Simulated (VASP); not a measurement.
# ReS3 (P4/mmm) in VASP: notebook

Runs on ReS3. Level: PBE. Tasks: relaxation of cell and atoms.

Everything below comes from runs of VASP 6.6.1. Logs are shortened: lines on timing, memory, paths and dates and some standing lists are left out, and cuts for length are marked.

## Step 1: The cell of the first run

It takes space group P4/mmm (No. 123, tetragonal). Conventional cell: a = 3.303 Å, b = 3.303 Å, c = 7.551 Å, α = 90.00°, β = 90.00°, γ = 90.00°. Within 3.1 Å of Re (site symmetry 4/mmm) lie 4 S at 2.34 Å. Within 3.1 Å of S (site symmetry mmm) lie 4 S at 2.34 Å. Within 3.1 Å of S (site symmetry 4/mmm) lie 4 Re at 2.34 Å.

The cell was generated, and may not be a known phase.

## Step 2: Relaxation of cell and atoms, PBE

The input, INCAR:

```
SYSTEM = ReS3
PREC     = Accurate       ! precision mode
ENCUT    = 600            ! plane-wave cutoff, eV
EDIFF    = 1E-6           ! SCF threshold, eV
ISMEAR   = 0              ! smearing method
SIGMA    = 0.1            ! smearing width, eV
LREAL    = .False.        ! projectors in reciprocal space
LASPH    = .True.         ! aspherical terms in the spheres
NELM     = 100            ! most SCF steps
ALGO     = Normal         ! electronic algorithm
ISIF     = 3              ! what is computed and relaxed
LWAVE    = .False.        ! write WAVECAR
LCHARG   = .False.        ! write CHGCAR
GGA      = PE             ! functional
IBRION   = 2              ! ionic algorithm
NSW      = 100            ! ionic steps
EDIFFG   = -0.01          ! ionic threshold
```

The input, KPOINTS:

```
Automatic mesh
0
Gamma
  14 14 6
  0 0 0
```

The input, POSCAR:

```
ReS3
1.0
    3.3026336959      0.0000000000      0.0000000000
    0.0000000000      3.3026336959      0.0000000000
    0.0000000000      0.0000000000      7.5508405811
Re S
1 3
Direct
    0.0000000000      0.0000000000      0.0000000000
    0.0000000000      0.5000000000      0.5000000000
    0.5000000000      0.0000000000      0.5000000000
    0.5000000000      0.5000000000      0.0000000000
```

Potentials or basis: VASP PAW PBE potentials, release 64 (Re, S).

Run with:

```bash
cat potpaw_PBE.64/Re/POTCAR potpaw_PBE.64/S/POTCAR > POTCAR
mpirun -np 1 vasp_std > vasp.out
```

OUTCAR:

```text
SYSTEM = ReS3
   PREC = Accurate
   ENCUT = 600
   EDIFF = 1E-6
   ISMEAR = 0
   LREAL = .False.
   LASPH = .True.
   NELM = 100
   ISIF = 3
   GGA = PE
   IBRION = 2
   NSW = 100
   EDIFFG = -0.01

 ion  position               nearest neighbor table
   1  0.000  0.000  0.000-   4 2.34   4 2.34   4 2.34   4 2.34
   2  0.000  0.500  0.500-   3 2.34   3 2.34   3 2.34   3 2.34
   3  0.500  0.000  0.500-   2 2.34   2 2.34   2 2.34   2 2.34
   4  0.500  0.500  0.000-   1 2.34   1 2.34   1 2.34   1 2.34

  LATTYP: Found a simple tetragonal cell.
 ALAT       =     3.3026336959
 C/A-ratio  =     2.2863088300

  Lattice vectors:

 A1 = (   3.3026336959,   0.0000000000,   0.0000000000)
 A2 = (   0.0000000000,   3.3026336959,   0.0000000000)
 A3 = (   0.0000000000,   0.0000000000,   7.5508405811)

Analysis of symmetry for initial positions (statically):
=====================================================================
 Subroutine PRICEL returns:
 Original cell was already a primitive cell.

 Routine SETGRP: Setting up the symmetry group for a
 simple tetragonal supercell.

 Subroutine GETGRP returns: Found 16 space group operations
 (whereof 16 operations were pure point group operations)
 out of a pool of 16 trial point group operations.

The static configuration has the point symmetry D_4h.

Analysis of symmetry for dynamics (positions and initial velocities):
=====================================================================
 Subroutine PRICEL returns:
 Original cell was already a primitive cell.

 Routine SETGRP: Setting up the symmetry group for a
 simple tetragonal supercell.

 Subroutine GETGRP returns: Found 16 space group operations
 (whereof 16 operations were pure point group operations)
 out of a pool of 16 trial point group operations.

The dynamic configuration has the point symmetry D_4h.

 Subroutine INISYM returns: Found 16 space group operations
 (whereof 16 operations are pure point group operations),
 and found     1 'primitive' translations

----------------------------------------------------------------------------------------

                                     Primitive cell

  volume of cell :      82.3600

  direct lattice vectors                    reciprocal lattice vectors
     3.302633696  0.000000000  0.000000000     0.302788651  0.000000000  0.000000000
     0.000000000  3.302633696  0.000000000     0.000000000  0.302788651  0.000000000
     0.000000000  0.000000000  7.550840581     0.000000000  0.000000000  0.132435586

  length of vectors
     3.302633696  3.302633696  7.550840581     0.302788651  0.302788651  0.132435586

  position of ions in fractional coordinates (direct lattice)
     0.000000000  0.000000000  0.000000000
     0.000000000  0.500000000  0.500000000
     0.500000000  0.000000000  0.500000000
     0.500000000  0.500000000  0.000000000

  ion indices of the primitive-cell ions
   primitive index   ion index
                 1           1
                 2           2
                 3           3
                 4           4

----------------------------------------------------------------------------------------

 KPOINTS: Automatic mesh

Automatic generation of k-mesh.
 Grid dimensions read from file:
 generate k-points for:   14   14    6

 Generating k-lattice:

  Cartesian coordinates                     Fractional coordinates (reciprocal lattice)
     0.021627761  0.000000000  0.000000000     0.071428571  0.000000000  0.000000000
     0.000000000  0.021627761  0.000000000     0.000000000  0.071428571  0.000000000
     0.000000000  0.000000000  0.022072598     0.000000000  0.000000000  0.166666667

  Length of vectors
     0.021627761  0.021627761  0.022072598

  Shift w.r.t. Gamma in fractional coordinates (k-lattice)
     0.000000000  0.000000000  0.000000000

 Subroutine IBZKPT returns following result:
 ===========================================

 Found    144 irreducible k-points:

 Following reciprocal coordinates:
            Coordinates               Weight
  0.000000  0.000000  0.000000      1.000000
  0.071429  0.000000  0.000000      4.000000
  0.142857  0.000000  0.000000      4.000000
  0.214286  0.000000  0.000000      4.000000
  0.285714  0.000000  0.000000      4.000000
  0.357143  0.000000  0.000000      4.000000
[... 16 lines left out ...]
  0.285714  0.214286  0.000000      8.000000
  0.357143  0.214286  0.000000      8.000000
 [... further k-points ...]
   k-points           NKPTS =    144   k-points in BZ     NKDIM =    144   number of bands    NBANDS=     16
   number of dos      NEDOS =    301   number of ions     NIONS =      4
   total plane-waves  NPLWV =  47040
   dimension x,y,z NGX =    28 NGY =   28 NGZ =   60
   dimension x,y,z NGXF=    56 NGYF=   56 NGZF=  120
   ions per type =               1   3
   NGX,Y,Z   is equivalent  to a cutoff of  14.09, 14.09, 13.21 a.u.
   NGXF,Y,Z  is equivalent  to a cutoff of  28.19, 28.19, 26.42 a.u.
 SYSTEM =  ReS3
   PREC   = accura    normal or accurate (medium, high low for compatibility)
   ISTART =      0    job   : 0-new  1-cont  2-samecut
   ICHARG =      2    charge: 1-file 2-atom 10-const
   ISPIN  =      1    spin polarized calculation?
   LNONCOLLINEAR =      F non collinear calculations
   LSORBIT =      F    spin-orbit coupling
   LASPH  =      T    aspherical Exc in radial PAW
   ENCUT  =  600.0 eV  44.10 Ry    6.64 a.u.   6.60  6.60 15.08*2*pi/ulx,y,z
   NELM   =    100;   NELMIN=  2; NELMDL= -5     # of ELM steps
   EDIFF  = 0.1E-05   stopping-criterion for ELM
   LREAL  =      F    real-space projection
   EDIFFG = -.1E-01   stopping-criterion for IOM
   NSW    =    100    number of steps for IOM
   IBRION =      2    ionic relax: 0-MD 1-quasi-New 2-CG
   NFREE  =      1    steps in history (QN), initial steepest desc. (CG)
   ISIF   =      3    stress and relaxation
   ISYM   =      2    0-nonsym 1-usesym 2-fastsym
   POTIM  = 0.5000    time-step for ionic-motion
   TEBEG  =    0.0;   TEEND  =   0.0 temperature during run
   PSTRESS=    0.0 pullay stress
   NELECT =      25.0000    total number of electrons
   NUPDOWN=      -1.0000    fix difference up-down
   EMIN   =  10.00;   EMAX   =-10.00  energy-range for DOS
   EFERMI =   0.00;   METHOD = LEGACY
   ISMEAR =     0;   SIGMA  =   0.10  broadening in eV -4-tet -1-fermi 0-gaus
   EFERMI_NEDOS =   21; number of points for ismear=-14 and -15
   IALGO  =     38    algorithm
   IMIX   =      4    mixing-type and parameters
     AMIX     =   0.40;   BMIX     =  1.00
     AMIX_MAG =   1.60;   BMIX_MAG =  1.00
  volume/ion in A,a.u.               =      20.59       138.95
  Fermi-wavevector in a.u.,A,eV,Ry     =   1.100228  2.079130 16.469883  1.210502
  Thomas-Fermi vector in A             =   2.236636
   LORBIT       =      0    0 simple, 1 ext, 2 COOP (PROOUT), +10 PAW based schemes
   GGA     = PE    functional components
   LHFCALC =     F    Hartree Fock is set to
   AEXX    =    0.0000 exact exchange contribution
   IVDW    =     0    specifies the selected vdW correction
   LEPSILON=     F    determine dielectric tensor
   LRPA    =     F    only Hartree local field effects (RPA)
 conjugate gradient relaxation of ions
 non-spin polarized calculation
 Gauss-broadening in eV      SIGMA  =   0.10
  energy-cutoff  :      600.00
  volume of cell :       82.36
 maximum number of plane-waves:      2790
 NGX is ok and might be reduce to    28
   NGX = 13   NGY = 13   NGZ = 31

--------------------------------------- Ionic step        1  -------------------------------------------

 number of electron      24.9999998 magnetization

 Free energy of the ion-electron system (eV)
  ---------------------------------------------------
  ext. energy  EPLUGINS =         0.00000000
  ---------------------------------------------------
  free energy    TOTEN  =       -20.87918198 eV

  energy without entropy =      -20.84351453  energy(sigma->0) =      -20.86134825

------------------------ aborting loop because EDIFF is reached ----------------------------------------

  FORCE on cell =-STRESS in cart. coord.  units (eV):
  Direction    XX          YY          ZZ          XY          YZ          ZX
  --------------------------------------------------------------------------------------
  -------------------------------------------------------------------------------------
  Total        0.5247507      0.5247507      0.1863618      0.0000000      0.0000000      0.0000000
  in kB       10.2081615     10.2081615      3.6253618      0.0000000      0.0000000      0.0000000
  external PRESSURE =       8.0138949 kB  Pullay stress =       0.0000000 kB
[... 95 lines left out ...]
  FREE ENERGIE OF THE ION-ELECTRON SYSTEM (eV)
  ---------------------------------------------------
  free  energy   TOTEN  =       -20.8805754392 eV

  energy  without entropy=      -20.8446252286  energy(sigma->0) =      -20.86260033

 E-fermi :   4.6450     XC(G=0):  -9.8512

 val. band max:        4.6448511956   @ k =   0.1429   0.0000   0.3333
 cond. band min:       4.6455153414   @ k =   0.0714   0.0714   0.5000
 fundamental gap:      0.0006641457
 Fermi energy:         4.6449543299

 k-point     1 :       0.0000    0.0000    0.0000
  band No.  band energies     occupation
      1     -12.2958      2.00000
      2     -11.1223      2.00000
      3      -3.1046      2.00000
      4      -1.0664      2.00000
      5      -0.5490      2.00000
      6      -0.5490      2.00000
[... 8 lines left out ...]
     15       6.0889      0.00000
     16       7.8142      0.00000
[... 420 lines left out ...]
  band No.  band energies     occupation
      1     -10.2909      2.00000
      2      -9.8092      2.00000
      3      -7.3600      2.00000
      4      -3.0166      2.00000
      5      -2.0121      2.00000
      6      -1.2423      2.00000
[... 8 lines left out ...]
     15       6.1904      0.00000
     16       6.9158      0.00000

 [... further k-points ...]

[... ionic steps 4 to 8 ...]

--------------------------------------- Ionic step        9  -------------------------------------------

 number of electron      25.0000000 magnetization

------------------------ aborting loop because EDIFF is reached ----------------------------------------

  FORCE on cell =-STRESS in cart. coord.  units (eV):
  Direction    XX          YY          ZZ          XY          YZ          ZX
  --------------------------------------------------------------------------------------
  -------------------------------------------------------------------------------------
  Total        0.1170273      0.1170273      0.0000970      0.0000000      0.0000000     -0.0000000
  in kB        2.0683471      2.0683471      0.0017141      0.0000000      0.0000000     -0.0000000
  external PRESSURE =       1.3794694 kB  Pullay stress =       0.0000000 kB
[... 61 lines left out ...]
  energy  without entropy=      -20.8458768474  energy(sigma->0) =      -20.86340745

--------------------------------------- Ionic step       11  -------------------------------------------

 number of electron      25.0000000 magnetization

 Free energy of the ion-electron system (eV)
  ---------------------------------------------------
  ext. energy  EPLUGINS =         0.00000000
  ---------------------------------------------------
  free energy    TOTEN  =       -20.88796773 eV

  energy without entropy =      -20.85301886  energy(sigma->0) =      -20.87049329

 E-fermi :   3.7309     XC(G=0):  -9.2701

 val. band max:        3.7248112887   @ k =   0.4286   0.0714   0.0000
 cond. band min:       3.7327942127   @ k =   0.5000   0.2857   0.0000
 fundamental gap:      0.0079829241
 Fermi energy:         3.7308830807

 k-point     1 :       0.0000    0.0000    0.0000
  band No.  band energies     occupation
      1     -13.1378      2.00000
      2     -12.0684      2.00000
      3      -3.8911      2.00000
      4      -1.6130      2.00000
      5      -1.3833      2.00000
      6      -1.3833      2.00000
[... 8 lines left out ...]
     15       5.3281      0.00000
     16       6.9749      0.00000
[... 420 lines left out ...]
  band No.  band energies     occupation
      1     -11.1223      2.00000
      2     -10.7488      2.00000
      3      -8.1837      2.00000
      4      -3.9535      2.00000
      5      -2.8494      2.00000
      6      -2.1745      2.00000
[... 8 lines left out ...]
     15       5.3924      0.00000
     16       6.0246      0.00000

 [... further k-points ...]
[... 5 lines left out ...]
  --------------------------------------------------------------------------------------
  -------------------------------------------------------------------------------------
  Total        0.0042373      0.0042373     -0.0034598      0.0000000      0.0000000      0.0000000
  in kB        0.0747442      0.0747442     -0.0610290      0.0000000      0.0000000      0.0000000
  external PRESSURE =       0.0294864 kB  Pullay stress =       0.0000000 kB
[... 19 lines left out ...]
  FREE ENERGIE OF THE ION-ELECTRON SYSTEM (eV)
  ---------------------------------------------------
  free  energy   TOTEN  =       -20.8879677300 eV

  energy  without entropy=      -20.8530188586  energy(sigma->0) =      -20.87049329

 reached required accuracy - stopping structural energy minimisation
```

Wall time 11 min (1 thread of Intel Xeon 6975P-C (Granite Rapids), shared host); peak memory 0.39 GiB.

What came out:

* Free energy: -20.8880 eV
* Relaxed volume: 22.71 Å³/atom
* Relaxed cell: a = 3.306 Å, b = 3.306 Å, c = 8.309 Å, α = 90.00°, β = 90.00°, γ = 90.00°
* Space group after relaxing (to 0.1 Å): P4/mmm (No. 123)
* Energy gained by relaxing: 2.2 meV/atom
* Ionic steps: 11
* Pressure after relaxing: 0.0 GPa
* Band gap on the k mesh: zero (an odd number of electrons rules out a gap without spin polarisation)

The path:
```csv
step,energy change (eV),largest force (eV/Å),pressure (GPa),volume (Å³)
1,0.0000,0.0000,0.80,82.36
2,0.0017,0.0000,-0.97,83.59
3,-0.0014,0.0000,0.07,82.85
4,-0.0017,0.0000,0.08,83.00
5,-0.0026,0.0000,0.06,83.44
6,-0.0041,0.0000,0.05,84.32
7,-0.0065,0.0000,0.06,86.07
8,-0.0086,0.0000,0.11,89.57
9,-0.0087,0.0000,0.14,90.65
10,-0.0018,0.0000,-1.42,92.78
11,-0.0088,0.0000,0.00,90.83
```

Final structure:
```cif
data_structure
_symmetry_space_group_name_H-M 'P 1'
_symmetry_Int_Tables_number 1
_cell_length_a 3.3062
_cell_length_b 3.3062
_cell_length_c 8.3091
_cell_angle_alpha 90.000
_cell_angle_beta 90.000
_cell_angle_gamma 90.000
_cell_volume 90.83
loop_
_atom_site_label
_atom_site_type_symbol
_atom_site_fract_x
_atom_site_fract_y
_atom_site_fract_z
_atom_site_occupancy
Re1 Re 0.00000 0.00000 0.00000 1
S1 S 0.00000 0.50000 0.50000 1
S2 S 0.50000 0.00000 0.50000 1
S3 S 0.50000 0.50000 0.00000 1
```

Levels at points of the mesh, in eV from the Fermi level:
```
           k point  band 8  band 9  band 10  band 11  band 12  band 13  band 14  band 15  band 16
(0.00, 0.00, 0.00)   -4.05   -2.98    -2.98    -2.04    -1.05    -0.22    -0.22     1.60     3.24
(0.50, 0.00, 0.00)   -2.36   -2.18    -2.18    -0.35    -0.34    -0.23     0.21     0.41     2.18
(0.50, 0.50, 0.00)   -2.82   -2.04    -2.04    -1.33    -1.33    -0.05     0.91     1.26     2.21
(0.00, 0.00, 0.50)   -4.38   -2.98    -2.98    -2.04    -0.73    -0.22    -0.22     1.60     3.44
(0.50, 0.00, 0.50)   -2.45   -2.18    -2.18    -0.34    -0.34    -0.08     0.21     0.45     2.18
(0.50, 0.50, 0.50)   -2.81   -1.91    -1.91    -1.48    -1.48    -0.06     0.91     1.20     2.20
```

Caveat: spin-orbit coupling is left out, which moves the levels of the heavy elements.

(Part 1 of 2 ends here.)
